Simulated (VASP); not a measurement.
# WBr2F2 (Fmmm) in VASP: single point with PBE

Aim: the single point of WBr2F2 with PBE.

Everything below comes from runs of VASP 6.6.1. Logs are shortened: lines on timing, memory, paths and dates and some standing lists are left out, and cuts for length are marked.

## (1) The cell of the first run

Symmetry: Fmmm, No. 69, orthorhombic system. Conventional cell: a = 5.643 Å, b = 5.701 Å, c = 12.376 Å, α = 90.00°, β = 90.00°, γ = 90.00°. W (site symmetry mmm) has 8 Br at 3.29 to 3.32 Å and 8 F at 3.69 Å and 4 W at 4.01 Å within 4.3 Å. Br (site symmetry mm2) has 4 F at 2.45 Å and 4 W at 3.29 to 3.32 Å and 1 Br at 3.39 Å within 3.4 Å. Within 3.2 Å of F (site symmetry 222) lie 4 Br at 2.45 Å and 4 F at 2.82 to 2.85 Å.

The cell was generated, and may not be a known phase.

## (2) Single point, PBE

Contents of INCAR:

```
SYSTEM = WBr2F2
  ALGO = Normal
  EDIFF = 1E-6
  ENCUT = 600
  GGA = PE
  GGA_COMPAT = .False.
  ISIF = 2
  ISMEAR = 0
  LASPH = .True.
  LCHARG = .False.
  LREAL = .False.
  LWAVE = .False.
  NBANDS = 29
  NELM = 120
  PREC = Accurate
  SIGMA = 0.1
```

Contents of KPOINTS:

```
k-points
0
Gamma
  4 4 4
  0 0 0
```

Contents of POSCAR:

```
WBr2F2
1.0
    0.0000000000      2.8503938000      6.1881864300
    2.8215031000      0.0000000000      6.1881864300
    2.8215031000      2.8503938000      0.0000000000
W Br F
1 2 2
Direct
    0.0000000000      0.0000000000      0.0000000000
    0.3632000100      0.3632000100      0.6367999900
    0.6367999900      0.6367999900      0.3632000100
    0.7500000000      0.7500000000      0.7500000000
    0.2500000000      0.2500000000      0.2500000000
```

Potentials or basis: VASP PAW PBE potentials, release 64 (W_sv, Br, F).

Started as:

```
> cat potpaw_PBE.64/W_sv/POTCAR potpaw_PBE.64/Br/POTCAR potpaw_PBE.64/F/POTCAR > POTCAR
> mpirun -np 1 vasp_std > vasp.out
```

OUTCAR:

```text
SYSTEM = WBr2F2
   EDIFF = 1E-6
   ENCUT = 600
   GGA = PE
   ISIF = 2
   ISMEAR = 0
   LASPH = .True.
   LREAL = .False.
   NELM = 120
   PREC = Accurate

 ion  position               nearest neighbor table
   1  0.000  0.000  0.000-
   2  0.363  0.363  0.637-
   3  0.637  0.637  0.363-
   4  0.750  0.750  0.750-
   5  0.250  0.250  0.250-

  LATTYP: Found a face centered orthorhombic cell.
 ALAT       =     5.6430062000
 B/A-ratio  =     1.0102394713
 C/A-ratio  =     2.1932233319

  Lattice vectors:

 A1 = (   0.0000000000,   2.8503938000,   6.1881864300)
 A2 = (   2.8215031000,   0.0000000000,   6.1881864300)
 A3 = (   2.8215031000,   2.8503938000,   0.0000000000)

Analysis of symmetry for initial positions (statically):
=====================================================================
 Subroutine PRICEL returns:
 Original cell was already a primitive cell.

 Routine SETGRP: Setting up the symmetry group for a
 face centered orthorhombic supercell.

 Subroutine GETGRP returns: Found  8 space group operations
 (whereof  8 operations were pure point group operations)
 out of a pool of  8 trial point group operations.

The static configuration has the point symmetry D_2h.

Analysis of symmetry for dynamics (positions and initial velocities):
=====================================================================
 Subroutine PRICEL returns:
 Original cell was already a primitive cell.

 Routine SETGRP: Setting up the symmetry group for a
 face centered orthorhombic supercell.

 Subroutine GETGRP returns: Found  8 space group operations
 (whereof  8 operations were pure point group operations)
 out of a pool of  8 trial point group operations.

The dynamic configuration has the point symmetry D_2h.

 Subroutine INISYM returns: Found  8 space group operations
 (whereof  8 operations are pure point group operations),
 and found     1 'primitive' translations

----------------------------------------------------------------------------------------

                                     Primitive cell

  volume of cell :      99.5357

  direct lattice vectors                    reciprocal lattice vectors
     0.000000000  2.850393800  6.188186430    -0.177210509  0.175414359  0.080799117
[... 75 lines left out ...]
 SYSTEM =  WBr2F2
   PREC   = accura    normal or accurate (medium, high low for compatibility)
   ISTART =      0    job   : 0-new  1-cont  2-samecut
   ICHARG =      2    charge: 1-file 2-atom 10-const
   ISPIN  =      1    spin polarized calculation?
   LNONCOLLINEAR =      F non collinear calculations
   LSORBIT =      F    spin-orbit coupling
   LASPH  =      T    aspherical Exc in radial PAW
   ENCUT  =  600.0 eV  44.10 Ry    6.64 a.u.  13.61 13.58  8.01*2*pi/ulx,y,z
   NELM   =    120;   NELMIN=  2; NELMDL= -5     # of ELM steps
   EDIFF  = 0.1E-05   stopping-criterion for ELM
   LREAL  =      F    real-space projection
[... 7 lines left out ...]
   TEBEG  =    0.0;   TEEND  =   0.0 temperature during run
   PSTRESS=    0.0 pullay stress
   NELECT =      42.0000    total number of electrons
   NUPDOWN=      -1.0000    fix difference up-down
   EMIN   =  10.00;   EMAX   =-10.00  energy-range for DOS
   EFERMI =   0.00;   METHOD = LEGACY
   ISMEAR =     0;   SIGMA  =   0.10  broadening in eV -4-tet -1-fermi 0-gaus
   EFERMI_NEDOS =   21; number of points for ismear=-14 and -15
   IALGO  =     38    algorithm
   IMIX   =      4    mixing-type and parameters
     AMIX     =   0.40;   BMIX     =  1.00
     AMIX_MAG =   1.60;   BMIX_MAG =  1.00
  volume/ion in A,a.u.               =      19.91       134.34
  Fermi-wavevector in a.u.,A,eV,Ry     =   1.227906  2.320405 20.514216  1.507752
  Thomas-Fermi vector in A             =   2.362851
   LORBIT       =      0    0 simple, 1 ext, 2 COOP (PROOUT), +10 PAW based schemes
   GGA     = PE    functional components
   LHFCALC =     F    Hartree Fock is set to
   AEXX    =    0.0000 exact exchange contribution
   IVDW    =     0    specifies the selected vdW correction
   LEPSILON=     F    determine dielectric tensor
   LRPA    =     F    only Hartree local field effects (RPA)
 non-spin polarized calculation
 Gauss-broadening in eV      SIGMA  =   0.10
  energy-cutoff  :      600.00
  volume of cell :       99.54
 maximum number of plane-waves:      3352
   NGX = 27   NGY = 27   NGZ = 17

 number of electron      41.9999999 magnetization

 Free energy of the ion-electron system (eV)
  ---------------------------------------------------
  ext. energy  EPLUGINS =         0.00000000
  ---------------------------------------------------
  free energy    TOTEN  =       -15.04347960 eV

  energy without entropy =      -14.98256645  energy(sigma->0) =      -15.01302302

 E-fermi :   2.6141     XC(G=0):  -9.8316

 val. band max:        2.6112254576   @ k =   0.5000   0.2500   0.2500
 cond. band min:       2.6244693107   @ k =   0.5000   0.2500  -0.0000
 fundamental gap:      0.0132438531
 Fermi energy:         2.6141303999

 k-point     1 :       0.0000    0.0000    0.0000
  band No.  band energies     occupation
      1     -72.5907      2.00000
      2     -36.6743      2.00000
      3     -36.6709      2.00000
      4     -36.5861      2.00000
      5     -18.9428      2.00000
      6     -18.2605      2.00000
[... 565 lines left out ...]
     28       7.7037      0.00000
     29       7.8027      0.00000

------------------------ aborting loop because EDIFF is reached ----------------------------------------

  FORCE on cell =-STRESS in cart. coord.  units (eV):
  Direction    XX          YY          ZZ          XY          YZ          ZX
  --------------------------------------------------------------------------------------
  -------------------------------------------------------------------------------------
  Total       -9.4604396     -9.2112073     -1.0444410      0.0000000      0.0000000      0.0000000
  in kB     -152.2800879   -148.2683166    -16.8118577      0.0000000      0.0000000      0.0000000
  external PRESSURE =    -105.7867541 kB  Pullay stress =       0.0000000 kB

 VOLUME and BASIS-vectors are now :
 -----------------------------------------------------------------------------
  energy-cutoff  :      600.00
  volume of cell :       99.54
      direct lattice vectors                 reciprocal lattice vectors
     0.000000000  2.850393800  6.188186430    -0.177210509  0.175414359  0.080799117
     2.821503100  0.000000000  6.188186430     0.177210509 -0.175414359  0.080799117
     2.821503100  2.850393800  0.000000000     0.177210509  0.175414359 -0.080799117

 POSITION                                       TOTAL-FORCE (eV/Angst)
 -----------------------------------------------------------------------------------
      0.00000      0.00000      0.00000        -0.000000     -0.000000      0.000000
      2.82150      2.85039      4.49510        -0.000000     -0.000000      2.559182
      2.82150      2.85039      7.88127        -0.000000     -0.000000     -2.559182
      4.23225      4.27559      9.28228        -0.000000      0.000000      0.000000
      1.41075      1.42520      3.09409         0.000000      0.000000      0.000000
 -----------------------------------------------------------------------------------
    total drift:                               -0.000000     -0.000000      0.000000

  FREE ENERGIE OF THE ION-ELECTRON SYSTEM (eV)
  ---------------------------------------------------
  free  energy   TOTEN  =       -15.0434795981 eV

  energy  without entropy=      -14.9825664474  energy(sigma->0) =      -15.01302302
```

OSZICAR:

```text
N       E                     dE             d eps       ncg     rms          rms(c)
DAV:   1     0.384498532565E+03    0.38450E+03   -0.22693E+04  1044   0.155E+03
DAV:   2     0.568357351223E+01   -0.37881E+03   -0.36543E+03  1258   0.382E+02
DAV:   3    -0.227143837125E+02   -0.28398E+02   -0.27669E+02  1216   0.100E+02
[... 17 lines left out ...]
DAV:  21    -0.150435229243E+02   -0.95740E-05   -0.29872E-04  1127   0.623E-02    0.743E-02
DAV:  22    -0.150434987041E+02    0.24220E-04   -0.25774E-05  1100   0.253E-02    0.550E-02
DAV:  23    -0.150434846412E+02    0.14063E-04   -0.32194E-05  1069   0.221E-02    0.355E-02
DAV:  24    -0.150434797926E+02    0.48486E-05   -0.13660E-05  1059   0.200E-02    0.214E-02
DAV:  25    -0.150434795981E+02    0.19454E-06   -0.12859E-06   546   0.638E-03
   1 F= -.15043480E+02 E0= -.15013023E+02  d E =-.609132E-01
```

stdout:

```text
POSCAR found type information on POSCAR W BrF
 POSCAR found :  3 types and       5 ions
 scaLAPACK will be used
 LDA part: xc-table for (Slater+PW92), standard interpolation
 POSCAR, INCAR and KPOINTS ok, starting setup
 FFT: planning ... GRIDC
 FFT: planning ... GRID_SOFT
 FFT: planning ... GRID
 WAVECAR not read
 entering main loop
```

It took 2.5 min on 1 thread of Intel Xeon 8259CL, shared host; peak memory 0.32 GiB.

Results:

| Property | Result |
| --- | --- |
| Free energy | -15.0435 eV |
| Pressure | -10.6 GPa |
| Largest force | 2.559 eV/Å |
| Band gap on the k mesh | zero (bands 21 and 22 overlap by 0.64 eV) |

Forces in eV/Å, atoms in the order of the input:
```
W    0.000  0.000  0.000
Br   0.000  0.000  2.559
Br   0.000  0.000 -2.559
F    0.000  0.000  0.000
F    0.000  0.000  0.000
```

Caveat: the k points lie up to 0.41 Å⁻¹ apart, too coarse for converged energies and pressures of a metal; spin-orbit coupling is left out, which moves the levels of the heavy elements; forces of over 1 eV/Å act on the atoms, so gaps and moduli don't describe the material at rest.
